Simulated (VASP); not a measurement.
## CrC2: single point with PBE

The system is CrC2.

```
CELL_PARAMETERS angstrom
2.57629 0.00000 0.00000
-1.28815 2.23114 0.00000
0.00000 0.00000 7.51486
ATOMIC_POSITIONS crystal
Cr 0.33333 0.66667 0.25000
Cr 0.66667 0.33333 0.75000
C 0.66667 0.33333 0.46797
C 0.33333 0.66667 0.53203
C 0.33333 0.66667 0.96797
C 0.66667 0.33333 0.03203
```

```json
{
 "Program": "VASP 6.6.1",
 "Task": "single point",
 "Functional": "PBE",
 "Potentials or basis": "VASP PAW PBE potentials, release 64 (Cr_pv, C)",
 "Cutoff": "600 eV",
 "k mesh": "12 × 12 × 4",
 "Occupations": "gaussian, width 0.1 eV",
 "Spin": "collinear spin, ferromagnetic start",
 "Starting moments": "[1.48, 1.48, 0.0, 0.0, 0.0, 0.0] μB"
}
```

- Pressure: 0.1 GPa
- Largest force: 0.011 eV/Å
- Net moment: 1.24 μB per cell
- Site moments: Cr +0.61; C -0.00 μB
- Valence electrons inside the program's atomic spheres: Cr 11.19; C 2.48

Forces in eV/Å, atoms in the order of the input:
```
Cr   0.000  0.000  0.000
Cr   0.000  0.000  0.000
C    0.000  0.000  0.011
C    0.000  0.000 -0.011
C    0.000  0.000  0.011
C    0.000  0.000 -0.011
```

Stress tensor (GPa, compression positive):
```
0.00 0.00 0.00
0.00 0.00 0.00
0.00 0.00 0.37
```

Levels at points of the mesh, in eV from the Fermi level:
Spin up:
```tsv
k point	band 18	band 19	band 20	band 21	band 22	band 23
(0.00, 0.00, 0.00)	-1.55	-0.90	-0.90	-0.19	-0.19	0.84
(0.50, 0.00, 0.00)	-3.31	-1.00	0.61	0.74	1.07	1.38
(0.00, 0.00, 0.50)	-1.29	-1.29	-1.29	0.39	0.39	0.39
(0.50, 0.00, 0.50)	-3.20	-0.23	-0.23	0.54	0.54	1.58
```
Spin down:
| k point | band 17 | band 18 | band 19 | band 20 | band 21 | band 22 |
| --- | --- | --- | --- | --- | --- | --- |
| (0.00, 0.00, 0.00) | -1.11 | -1.11 | -0.45 | -0.45 | 0.51 | 0.51 |
| (0.50, 0.00, 0.00) | -3.33 | -3.06 | -0.36 | 1.16 | 1.27 | 1.56 |
| (0.00, 0.00, 0.50) | -0.84 | -0.84 | -0.84 | -0.84 | 1.04 | 1.04 |
| (0.50, 0.00, 0.50) | -2.94 | -2.94 | 0.40 | 0.40 | 1.05 | 1.05 |

It took 6.3 min on 1 thread of Intel Xeon 8259CL (shared host), peak memory 0.3 GiB.
